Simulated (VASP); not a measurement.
# V (Cmce) in VASP: a series of runs

Runs on V. Level: PBEsol. Tasks: single point, relaxation of cell and atoms.

All numbers are computed with VASP 6.6.1; they aren't measurements. Logs are shortened: lines on timing, memory, paths and dates and some standing lists are left out, and cuts for length are marked.

## Step 1: The cell of the first run

It takes space group Cmce (No. 64, orthorhombic). The conventional cell has a = 5.075 Å, b = 3.354 Å, c = 6.841 Å, α = 90.00°, β = 90.00°, γ = 90.00°. V (site symmetry m) has 3 V at 1.89 to 2.47 Å within 2.5 Å.

## Step 2: Single point, PBEsol, collinear spin, ferromagnetic start

Input file INCAR:

```
PREC     = Accurate       # precision mode
ENCUT    = 520            # plane-wave cutoff, eV
EDIFF    = 1E-6           # SCF threshold, eV
ISMEAR   = 0              # smearing method
SIGMA    = 0.1            # smearing width, eV
LREAL    = F              # projectors in reciprocal space
LASPH    = T              # aspherical terms in the spheres
NELM     = 150            # most SCF steps
ALGO     = Normal         # electronic algorithm
ISIF     = 2              # what is computed and relaxed
LWAVE    = F              # write WAVECAR
LCHARG   = F              # write CHGCAR
ISPIN    = 2              # spin polarisation
MAGMOM   = 2 2 2 2        # initial moments
LORBIT   = 11             # projections on sites
LMAXMIX  = 4              # l up to which the mixer works
GGA      = PS             # functional
NBANDS   = 38             # bands
```

Input file KPOINTS:

```
Automatic mesh
0
Gamma
  6 6 4
```

Input file POSCAR:

```
V
1.0
    2.5372750509     -1.6769447097      0.0000000000
    2.5372750509      1.6769447097      0.0000000000
    0.0000000000      0.0000000000      6.8406753956
V
4
Direct
    0.8500000000      0.1500000000      0.1170000000
    0.6500000000      0.3500000000      0.6170000000
    0.1500000000      0.8500000000      0.8830000000
    0.3500000000      0.6500000000      0.3830000000
```

Potentials or basis: VASP PAW PBE potentials, release 64 (V_sv).

Launch:

```console
$ cat potpaw_PBE.64/V_sv/POTCAR > POTCAR
$ mpirun -np 1 vasp_std > vasp.out
```

OUTCAR:

```text
PREC = Accurate
   ENCUT = 520
   EDIFF = 1E-6
   ISMEAR = 0
   LREAL = F
   LASPH = T
   NELM = 150
   ISIF = 2
   ISPIN = 2
   LORBIT = 11
   GGA = PS

 ion  position               nearest neighbor table
   1  0.850  0.150  0.117-   3 1.89   4 2.47   4 2.47   3 2.84
   2  0.650  0.350  0.617-   4 1.89   3 2.47   3 2.47   4 2.84
   3  0.150  0.850  0.883-   1 1.89   2 2.47   2 2.47   1 2.84
   4  0.350  0.650  0.383-   2 1.89   1 2.47   1 2.47   2 2.84

  LATTYP: Found a base centered orthorhombic cell.
 ALAT       =     3.3538894194
 B/A-ratio  =     1.5130344109
 C/A-ratio  =     2.0396246090

  Lattice vectors:

 A1 = (  -2.5372750509,  -1.6769447097,   0.0000000000)
 A2 = (   2.5372750509,  -1.6769447097,   0.0000000000)
 A3 = (   0.0000000000,   0.0000000000,   6.8406753956)

Analysis of symmetry for initial positions (statically):
=====================================================================
 Subroutine PRICEL returns:
 Original cell was already a primitive cell.

 Routine SETGRP: Setting up the symmetry group for a
 base centered orthorhombic supercell.

 Subroutine GETGRP returns: Found  8 space group operations
 (whereof  4 operations were pure point group operations)
 out of a pool of  8 trial point group operations.

The static configuration has the point symmetry C_2h.
 The point group associated with its full space group is D_2h.

Analysis of symmetry for dynamics (positions and initial velocities):
=====================================================================
 Subroutine PRICEL returns:
 Original cell was already a primitive cell.

 Routine SETGRP: Setting up the symmetry group for a
 base centered orthorhombic supercell.

 Subroutine GETGRP returns: Found  8 space group operations
 (whereof  4 operations were pure point group operations)
 out of a pool of  8 trial point group operations.

The dynamic configuration has the point symmetry C_2h.
 The point group associated with its full space group is D_2h.

Analysis of structural, dynamic, and magnetic symmetry:
=====================================================================
 Subroutine PRICEL returns:
 Original cell was already a primitive cell.

 Routine SETGRP: Setting up the symmetry group for a
 base centered orthorhombic supercell.

 Subroutine GETGRP returns: Found  8 space group operations
 (whereof  4 operations were pure point group operations)
 out of a pool of  8 trial point group operations.

The overall configuration has the point symmetry C_2h.
 The point group associated with its full space group is D_2h.

 Subroutine INISYM returns: Found  8 space group operations
 (whereof  4 operations are pure point group operations),
 and found     1 'primitive' translations

----------------------------------------------------------------------------------------

                                     Primitive cell

  volume of cell :      58.2124

  direct lattice vectors                    reciprocal lattice vectors
     2.537275051 -1.676944710  0.000000000     0.197061804 -0.298161291  0.000000000
     2.537275051  1.676944710  0.000000000     0.197061804  0.298161291  0.000000000
     0.000000000  0.000000000  6.840675396     0.000000000  0.000000000  0.146184396

  length of vectors
     3.041366180  3.041366180  6.840675396     0.357398252  0.357398252  0.146184396

  position of ions in fractional coordinates (direct lattice)
     0.850000000  0.150000000  0.117000000
     0.650000000  0.350000000  0.617000000
     0.150000000  0.850000000  0.883000000
     0.350000000  0.650000000  0.383000000

  ion indices of the primitive-cell ions
   primitive index   ion index
                 1           1
                 2           2
                 3           3
                 4           4

----------------------------------------------------------------------------------------

 KPOINTS: Automatic mesh

Automatic generation of k-mesh.
 Grid dimensions read from file:
 generate k-points for:    6    6    4

 Generating k-lattice:

  Cartesian coordinates                     Fractional coordinates (reciprocal lattice)
     0.032843634 -0.049693549  0.000000000     0.166666667  0.000000000  0.000000000
     0.032843634  0.049693549  0.000000000     0.000000000  0.166666667  0.000000000
     0.000000000  0.000000000  0.036546099     0.000000000  0.000000000  0.250000000

  Length of vectors
     0.059566375  0.059566375  0.036546099

  Shift w.r.t. Gamma in fractional coordinates (k-lattice)
     0.000000000  0.000000000  0.000000000

 Subroutine IBZKPT returns following result:
 ===========================================

 Found     39 irreducible k-points:

 Following reciprocal coordinates:
            Coordinates               Weight
  0.000000  0.000000  0.000000      1.000000
  0.166667  0.000000  0.000000      4.000000
  0.333333 -0.000000  0.000000      4.000000
  0.500000  0.000000  0.000000      2.000000
  0.166667  0.166667  0.000000      2.000000
  0.333333  0.166667  0.000000      4.000000
[... 16 lines left out ...]
  0.333333  0.333333  0.250000      4.000000
  0.500000  0.333333  0.250000      8.000000
 [... further k-points ...]
   k-points           NKPTS =     39   k-points in BZ     NKDIM =     39   number of bands    NBANDS=     38
   number of dos      NEDOS =    301   number of ions     NIONS =      4
   total plane-waves  NPLWV =  31104
   dimension x,y,z NGX =    24 NGY =   24 NGZ =   54
   dimension x,y,z NGXF=    48 NGYF=   48 NGZF=  108
   ions per type =               4
   NGX,Y,Z   is equivalent  to a cutoff of  13.12, 13.12, 13.12 a.u.
   NGXF,Y,Z  is equivalent  to a cutoff of  26.24, 26.24, 26.25 a.u.
 SYSTEM =  unknown system
   PREC   = accura    normal or accurate (medium, high low for compatibility)
   ISTART =      0    job   : 0-new  1-cont  2-samecut
   ICHARG =      2    charge: 1-file 2-atom 10-const
   ISPIN  =      2    spin polarized calculation?
   LNONCOLLINEAR =      F non collinear calculations
   LSORBIT =      F    spin-orbit coupling
   LASPH  =      T    aspherical Exc in radial PAW
   ENCUT  =  520.0 eV  38.22 Ry    6.18 a.u.   5.65  5.65 12.72*2*pi/ulx,y,z
   NELM   =    150;   NELMIN=  2; NELMDL= -5     # of ELM steps
   EDIFF  = 0.1E-05   stopping-criterion for ELM
   LREAL  =      F    real-space projection
[... 7 lines left out ...]
   TEBEG  =    0.0;   TEEND  =   0.0 temperature during run
   PSTRESS=    0.0 pullay stress
   NELECT =      52.0000    total number of electrons
   NUPDOWN=      -1.0000    fix difference up-down
   EMIN   =  10.00;   EMAX   =-10.00  energy-range for DOS
   EFERMI =   0.00;   METHOD = LEGACY
   ISMEAR =     0;   SIGMA  =   0.10  broadening in eV -4-tet -1-fermi 0-gaus
   EFERMI_NEDOS =   21; number of points for ismear=-14 and -15
   IALGO  =     38    algorithm
   IMIX   =      4    mixing-type and parameters
     AMIX     =   0.40;   BMIX     =  1.00
     AMIX_MAG =   1.60;   BMIX_MAG =  1.00
  volume/ion in A,a.u.               =      14.55        98.21
  Fermi-wavevector in a.u.,A,eV,Ry     =   1.576658  2.979452 33.822052  2.485851
  Thomas-Fermi vector in A             =   2.677458
   LORBIT       =     11    0 simple, 1 ext, 2 COOP (PROOUT), +10 PAW based schemes
   GGA     = PS    functional components
   LHFCALC =     F    Hartree Fock is set to
   AEXX    =    0.0000 exact exchange contribution
   IVDW    =     0    specifies the selected vdW correction
   LEPSILON=     F    determine dielectric tensor
   LRPA    =     F    only Hartree local field effects (RPA)
 spin polarized calculation
 Gauss-broadening in eV      SIGMA  =   0.10
  energy-cutoff  :      520.00
  volume of cell :       58.21
 maximum number of plane-waves:      1589
 NGX is ok and might be reduce to    24
   NGX = 11   NGY = 11   NGZ = 25

 number of electron      52.0000007 magnetization      -0.0003460

 number of electron      52.0000007 magnetization       0.0003154

 Free energy of the ion-electron system (eV)
  ---------------------------------------------------
  ext. energy  EPLUGINS =         0.00000000
  ---------------------------------------------------
  free energy    TOTEN  =       -36.27787426 eV

  energy without entropy =      -36.26626456  energy(sigma->0) =      -36.27206941

 E-fermi :   8.8070     XC(G=0): -12.4718

 val. band max:        8.7867539569   @ k =   0.1667   0.1667   0.0000
 cond. band min:       8.8115521443   @ k =   0.0000   0.0000   0.2500
 fundamental gap:      0.0247981875
 Fermi energy:         8.8070333189

 spin component 1

 k-point     1 :       0.0000    0.0000    0.0000
  band No.  band energies     occupation
      1     -55.2326      1.00000
      2     -55.0949      1.00000
      3     -54.3109      1.00000
      4     -54.1572      1.00000
      5     -30.3913      1.00000
      6     -30.1410      1.00000
[... 30 lines left out ...]
     37      12.0434      0.00000
     38      13.3980      0.00000
[... 941 lines left out ...]
     37      13.2594      0.00000
     38      13.8410      0.00000

 [... further k-points ...]

 spin component 2

 k-point     1 :       0.0000    0.0000    0.0000
  band No.  band energies     occupation
      1     -55.2326      1.00000
      2     -55.0949      1.00000
      3     -54.3109      1.00000
      4     -54.1572      1.00000
      5     -30.3913      1.00000
      6     -30.1410      1.00000
[... 30 lines left out ...]
     37      12.0434      0.00000
     38      13.3980      0.00000
[... 941 lines left out ...]
     37      13.2595      0.00000
     38      13.8410      0.00000

 [... further k-points ...]
[... 5 lines left out ...]
  --------------------------------------------------------------------------------------
  -------------------------------------------------------------------------------------
  Total       -9.9342812     -0.9466120      7.8084455      0.0000000      0.0000000      0.0000000
  in kB     -273.4209328    -26.0535744    214.9116180      0.0000000      0.0000000      0.0000000
  external PRESSURE =     -28.1876297 kB  Pullay stress =       0.0000000 kB

 VOLUME and BASIS-vectors are now :
 -----------------------------------------------------------------------------
  energy-cutoff  :      520.00
  volume of cell :       58.21
      direct lattice vectors                 reciprocal lattice vectors
     2.537275051 -1.676944710  0.000000000     0.197061804 -0.298161291  0.000000000
     2.537275051  1.676944710  0.000000000     0.197061804  0.298161291  0.000000000
     0.000000000  0.000000000  6.840675396     0.000000000  0.000000000  0.146184396

 POSITION                                       TOTAL-FORCE (eV/Angst)
 -----------------------------------------------------------------------------------
      2.53728     -1.17386      0.80036         0.000000      1.384592      1.651432
      2.53728     -0.50308      4.22070         0.000000     -1.384592      1.651432
      2.53728      1.17386      6.04032         0.000000     -1.384592     -1.651432
      2.53728      0.50308      2.61998         0.000000      1.384592     -1.651432
 -----------------------------------------------------------------------------------
    total drift:                               -0.000000      0.000000      0.000000

  FREE ENERGIE OF THE ION-ELECTRON SYSTEM (eV)
  ---------------------------------------------------
  free  energy   TOTEN  =       -36.2778742551 eV

  energy  without entropy=      -36.2662645578  energy(sigma->0) =      -36.27206941

 total charge

# of ion       s       p       d       tot
------------------------------------------
    1        2.303   6.187   3.394  11.884
    2        2.303   6.187   3.394  11.884
    3        2.303   6.187   3.394  11.884
    4        2.303   6.187   3.394  11.884
--------------------------------------------------
tot          9.211  24.747  13.576  47.534

 magnetization (x)

# of ion       s       p       d       tot
------------------------------------------
    1        0.000   0.000   0.000   0.000
    2        0.000   0.000   0.000   0.000
    3        0.000   0.000   0.000   0.000
    4        0.000   0.000   0.000   0.000
--------------------------------------------------
tot          0.000   0.000   0.000   0.000
```

It took 62 s on 1 thread of Intel Xeon 6975P-C (Granite Rapids), shared host; peak memory 0.26 GiB.

What came out:

| Quantity | Value |
| --- | --- |
| Free energy | -36.2779 eV |
| Pressure | -2.8 GPa |
| Largest force | 2.155 eV/Å |
| Band gap on the k mesh | zero (filled and empty bands overlap) |
| Net moment | 0.00 μB per cell |
| Valence electrons inside the program's atomic spheres | V 11.88 |

Forces in eV/Å, atoms in the order of the input:
```
V    0.000  1.385  1.651
V    0.000 -1.385  1.651
V    0.000 -1.385 -1.651
V    0.000  1.385 -1.651
```

Levels at points of the mesh, in eV from the Fermi level:
Spin up:
```csv
k point,band 22,band 23,band 24,band 25,band 26,band 27,band 28,band 29,band 30,band 31
"(0.00, 0.00, 0.00)",-1.11,-1.07,-0.94,-0.68,0.32,0.34,0.62,0.85,1.02,1.52
"(0.50, 0.00, 0.00)",-1.53,-1.03,-1.03,-0.34,-0.34,0.66,0.66,1.28,1.28,2.36
"(0.50, 0.50, 0.00)",-1.70,-1.55,-0.91,-0.73,0.01,0.68,1.13,1.60,1.90,2.07
"(0.00, 0.00, 0.50)",-1.52,-1.28,-1.28,-0.13,-0.13,0.06,0.06,1.33,1.33,1.63
"(0.50, 0.00, 0.50)",-1.71,-1.31,-1.31,0.21,0.21,1.00,1.00,1.58,1.58,2.05
"(0.50, 0.50, 0.50)",-2.36,-1.58,-1.58,-1.21,-1.21,1.88,1.88,2.14,2.14,2.51
```
Spin down:
| k point | band 22 | band 23 | band 24 | band 25 | band 26 | band 27 | band 28 | band 29 | band 30 | band 31 |
| --- | --- | --- | --- | --- | --- | --- | --- | --- | --- | --- |
| (0.00, 0.00, 0.00) | -1.11 | -1.07 | -0.94 | -0.68 | 0.32 | 0.34 | 0.62 | 0.85 | 1.02 | 1.52 |
| (0.50, 0.00, 0.00) | -1.53 | -1.03 | -1.03 | -0.34 | -0.34 | 0.66 | 0.66 | 1.28 | 1.28 | 2.36 |
| (0.50, 0.50, 0.00) | -1.70 | -1.55 | -0.91 | -0.73 | 0.01 | 0.68 | 1.13 | 1.61 | 1.90 | 2.07 |
| (0.00, 0.00, 0.50) | -1.52 | -1.28 | -1.28 | -0.13 | -0.13 | 0.06 | 0.06 | 1.33 | 1.33 | 1.63 |
| (0.50, 0.00, 0.50) | -1.71 | -1.31 | -1.31 | 0.21 | 0.21 | 1.00 | 1.00 | 1.58 | 1.58 | 2.05 |
| (0.50, 0.50, 0.50) | -2.36 | -1.58 | -1.58 | -1.21 | -1.21 | 1.88 | 1.88 | 2.14 | 2.14 | 2.51 |

Caveat: the k points lie up to 0.37 Å⁻¹ apart; the PAW data sets were made with another functional, which shifts forces and pressure a little.

## Step 3: Relaxation of cell and atoms, PBEsol

Input file INCAR:

```
  ALGO = Normal
  EDIFF = 1E-6
  EDIFFG = -0.04
  ENCUT = 600
  GGA = PS
  IBRION = 2
  ISIF = 3
  ISMEAR = 0
  LASPH = T
  LCHARG = F
  LREAL = F
  LWAVE = F
  NELM = 100
  NSW = 90
  PREC = Accurate
  SIGMA = 0.1
```

Input file KPOINTS:

```
k-points
0
Gamma
  6 6 4
```

POSCAR is that of step 2.

Potentials or basis: VASP PAW PBE potentials, release 64 (V_sv).

Launch:

```console
$ cat potpaw_PBE.64/V_sv/POTCAR > POTCAR
$ mpirun -np 1 vasp_std > vasp.out
```

Wall time 7.8 min (1 thread of Intel Xeon 6975P-C (Granite Rapids), shared host); peak memory 0.23 GiB.

The run converged. Its results:

```yaml
Free_energy: -38.4459 eV
Relaxed_volume: 13.01 Å³/atom
Relaxed_cell: a = 2.632 Å, b = 2.632 Å, c = 8.056 Å, α = 90.00°, β = 90.00°, γ = 68.86°
Space_group_after_relaxing_to_0.05_Å: Cmce (No. 64)
Energy_gained_by_relaxing: 541.9 meV/atom
Ionic_steps: 26
Pressure_after_relaxing: -0.3 GPa
Largest_force_after_relaxing: 0.026 eV/Å
Band_gap_on_the_k_mesh: zero (band 26 reaches 10.91 eV, above the bottom of band 27 at 9.27 eV)
```

Forces in eV/Å, atoms in the order of the input:
```
V    0.000  0.023  0.011
V    0.000 -0.023  0.011
V    0.000 -0.023 -0.011
V    0.000  0.023 -0.011
```

Stress tensor (GPa, compression positive):
```
-0.41  0.00  0.00
 0.00 -0.12  0.00
 0.00  0.00 -0.45
```

Step by step:
| step | energy change (eV) | largest force (eV/Å) | pressure (GPa) | volume (Å³) |
| --- | --- | --- | --- | --- |
| 1 | 0.0000 | 2.1535 | -2.88 | 58.21 |
| 2 | -1.5890 | 0.6428 | -8.32 | 55.38 |
| 3 | -1.6672 | 0.7321 | -4.98 | 54.33 |
| 4 | -1.9613 | 0.6149 | 6.54 | 50.52 |
| 5 | -1.9676 | 0.5749 | 9.10 | 49.87 |
| 6 | -2.1205 | 0.1707 | 2.61 | 51.23 |
| 7 | -2.1308 | 0.1376 | 1.04 | 51.59 |
| 8 | -2.1312 | 0.1413 | 0.63 | 51.69 |
| 9 | -2.1387 | 0.1103 | -0.26 | 51.92 |
| 10 | -2.1419 | 0.0972 | -1.28 | 52.20 |
| 11 | -2.1460 | 0.0988 | 0.42 | 51.72 |
| 12 | -2.1460 | 0.0998 | 0.70 | 51.66 |
| 13 | -2.1495 | 0.0830 | 0.54 | 51.69 |
| 14 | -2.1557 | 0.0575 | 0.22 | 51.79 |
| 15 | -2.1559 | 0.0608 | 0.18 | 51.81 |
| 16 | -2.1594 | 0.0509 | -0.38 | 52.00 |
| 17 | -2.1597 | 0.0487 | -0.53 | 52.05 |
| 18 | -2.1606 | 0.0375 | 1.03 | 51.64 |
| 19 | -2.1608 | 0.0407 | 0.59 | 51.77 |
| 20 | -2.1622 | 0.0354 | 0.49 | 51.79 |
| 21 | -2.1645 | 0.0493 | 0.27 | 51.85 |
| 22 | -2.1648 | 0.0603 | 0.20 | 51.87 |
| 23 | -2.1658 | 0.0431 | -0.38 | 52.03 |
| 24 | -2.1660 | 0.0342 | -0.73 | 52.14 |
| 25 | -2.1665 | 0.0292 | -0.63 | 52.11 |
| 26 | -2.1676 | 0.0258 | -0.32 | 52.03 |

Final structure:
```
V
1.0
     2.17062   -1.48782    0.00000
     2.17062    1.48782    0.00000
     0.00000    0.00000    8.05566
V
4
Direct
  0.75930 0.24070 0.12477
  0.74070 0.25930 0.62477
  0.24070 0.75930 0.87523
  0.25930 0.74070 0.37523
```

Levels at points of the mesh, in eV from the Fermi level:
```tsv
k point	band 24	band 25	band 26	band 27	band 28	band 29
(0.00, 0.00, 0.00)	-0.02	0.31	0.34	0.36	0.83	1.86
(0.50, 0.00, 0.00)	-0.96	-0.48	-0.48	1.78	1.78	2.12
(0.50, 0.50, 0.00)	-1.36	0.81	0.84	1.17	1.65	1.66
(0.00, 0.00, 0.50)	0.40	0.50	0.50	0.58	0.58	1.05
(0.50, 0.00, 0.50)	-1.00	0.43	0.43	0.55	0.55	2.33
(0.50, 0.50, 0.50)	-0.79	-0.19	-0.19	2.16	2.16	2.94
```

Caveat: the k points lie up to 0.43 Å⁻¹ apart in the final cell; the PAW data sets were made with another functional, which shifts forces and pressure a little.

(Continued in part 2 of 2.)
